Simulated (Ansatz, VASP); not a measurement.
CdSe in VASP and in Ansatz

The input INCAR:

```
PREC = Accurate
ENCUT = 500
EDIFF = 1E-6
ISMEAR = -1
SIGMA = 0.05
LREAL = F
LASPH = T
NELM = 120
ALGO = Normal
ISIF = 2
LWAVE = F
LCHARG = F
NBANDS = 16
GGA_COMPAT = F
```

KPOINTS

```
regular mesh
0
Gamma
  11 11 11
```

Contents of POSCAR:

```
CdSe
1.0
    0.0000000000      2.7890170827      2.7890170827
    2.7890170827      0.0000000000      2.7890170827
    2.7890170827      2.7890170827      0.0000000000
Cd Se
1 1
Direct
    0.0000000000      0.0000000000      0.0000000000
    0.2500000000      0.2500000000      0.2500000000
```

Input for Ansatz:

```yaml
crystal:
  lattice:
    - [0.0, 2.7890170827, 2.7890170827]
    - [2.7890170827, 0.0, 2.7890170827]
    - [2.7890170827, 2.7890170827, 0.0]
  atoms:
    - { symbol: Cd, position: [0.0, 0.0, 0.0] }
    - { symbol: Se, position: [0.25, 0.25, 0.25] }
kpoints:
  mp_grid: { grid: [11, 11, 11] }
  band_path:
    path:
      - [0.0, 0.0, 0.0]
      - [-0.5, -0.5, 0.0]
      - [-0.375, -0.375, 0.25]
      - [-0.375, 0.0, 0.375]
      - [0.0, 0.0, 0.0]
      - [0.0, 0.0, 0.5]
      - [-0.5, -0.25, 0.25]
      - [-0.5, -0.5, 0.0]
    npoints: 8
scf:
  occupations: { method: fermi_dirac, width: 0.05 }
hamiltonian:
  xc: lda
  pseudopotentials: { kind: all_electron, lapw: { basis_error: 0.001 } }
output:
  forces: true
  stress: true
  eigenvalues: true
  populations: true
  dos: { projected: true, de: 0.2, e_range: [-14, 8] }
```

Change from the starting cell: volume scaled by 0.8, LAPW.

Alike in both runs: task single point; functional LDA; k mesh 11 × 11 × 11; occupations fermi-dirac, width 0.05 eV; no spin polarisation.

```csv
,VASP,Ansatz
version,VASP 6.6.1,Ansatz 0.2.0
potentials or method,"VASP PAW LDA potentials, release 64 (Cd, Se), cutoff 500 eV","all-electron LAPW, scalar-relativistic"
```

```tsv
	VASP	Ansatz	Ansatz less VASP
pressure (GPa)	23.0	21.8	-1.21
```

LDA's correlation is that of Perdew and Zunger in VASP and of Perdew and Wang (1992) in Ansatz. Ansatz ran all-electron here, and VASP with PAW potentials.
